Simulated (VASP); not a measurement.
Wanted: the native input for a VASP 6.6.1 run.

```yaml
Task: single point
Functional: PBE
Dispersion: D3(BJ)
Potentials_or_basis: VASP PAW PBE potentials, release 64 (Sn_d, O)
Cutoff: 520 eV
k_mesh: 8 × 6 × 6
Occupations: gaussian, width 0.05 eV
Spin: no spin polarisation
Dipole_correction: no
Further_INCAR_settings: ALGO = Normal; EDIFF = 1e-07; NBANDS = 35
```

The structure of SnO2 lies in POSCAR:

```
SnO2
1.0
    1.6186264610     -2.8035432689      0.0000000000
    1.6186264610      0.9345144230      4.2918257460
   -4.8558793830     -2.8035432689      0.0000000000
Sn O
2 4
Direct
    0.5168043713      0.3975445496     -0.0313574457
   -0.0168043713      0.6024554504      0.5313574457
    0.4920300375      0.7689116785      0.7962000588
    1.0079699625      0.6926884373      0.1909999798
    0.4920300375      0.3073115627      0.3090000202
    1.0079699625      0.2310883215      0.7037999412
```

This cell differs from its parent crystal: mode 4 frozen in at -0.440 Å and mode 5 at -0.054 Å (largest displacements).

These files were run (other wordings do the same):

INCAR

```
SYSTEM = SnO2
PREC = Accurate ; ENCUT = 520
EDIFF = 1E-7 ; ISMEAR = 0
SIGMA = 0.05 ; LREAL = .False.
LASPH = .True. ; NELM = 80
ALGO = Normal ; ISIF = 2
LWAVE = .False. ; LCHARG = .False.
GGA = PE ; IVDW = 12
NBANDS = 35
```

KPOINTS

```
regular mesh
0
Gamma
  8 6 6
  0 0 0
```

Potentials or basis: VASP PAW PBE potentials, release 64 (Sn_d, O).

Run with:

```sh
$ cat potpaw_PBE.64/Sn_d/POTCAR potpaw_PBE.64/O/POTCAR > POTCAR
$ mpirun -np 1 vasp_std > vasp.out
```

Results of the run:

* Pressure: -6.3 GPa
* Largest force: 1.284 eV/Å
* Band gap on the k mesh: 0.53 eV, indirect (least direct gap 0.68 eV)
* Dispersion energy per atom: -0.201 eV

Caveat: the cell differs from its parent crystal (mode 4 frozen in at -0.440 Å and mode 5 at -0.054 Å (largest displacements)); spin-orbit coupling is left out, which moves the levels of the heavy elements; forces of over 1 eV/Å act on the atoms, so gaps and moduli don't describe the material at rest.

Run time: 2.2 min on 1 thread of Intel(R) Xeon(R) 6975P-C (Granite Rapids), on a shared host, peak memory 0.42 GiB.
